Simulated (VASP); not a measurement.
Input of a VASP 6.6.1 run:

The input INCAR:

```
PREC = Accurate
ENCUT = 520
EDIFF = 1E-6
ISMEAR = -1
SIGMA = 0.08
LREAL = False
LASPH = True
NELM = 100
ALGO = Normal
ISIF = 2
LWAVE = False
LCHARG = True
GGA = PE
LELF = True
LVHAR = True
NBANDS = 13
```

KPOINTS

```
Automatic mesh
0
Gamma
  18 18 16
```

POSCAR

```
W
1.0
    2.5416995841      0.0000000000      0.0000000000
   -1.2708497920      2.2011764087      0.0000000000
    0.0000000000      0.0000000000      2.3468064246
W
1
Direct
    0.0000000000      0.0000000000      0.0000000000
```

Potentials or basis: VASP PAW PBE potentials, release 64 (W_sv).

Launch:

```sh
$ cat potpaw_PBE.64/W_sv/POTCAR > POTCAR
$ mpirun -np 1 vasp_std > vasp.out
```

Task: Predict the pressure.

Result: 123.3 GPa.

Task: Predict the band gap on the k mesh.

Result: Zero (bands 7 and 8 overlap by 2.40 eV).

Stress tensor (GPa, compression positive):
```
122.42   0.00   0.00
  0.00 122.42   0.00
  0.00   0.00 124.92
```

Caveat: the cell stands under pressure; spin-orbit coupling is left out, which moves the levels of the heavy elements.
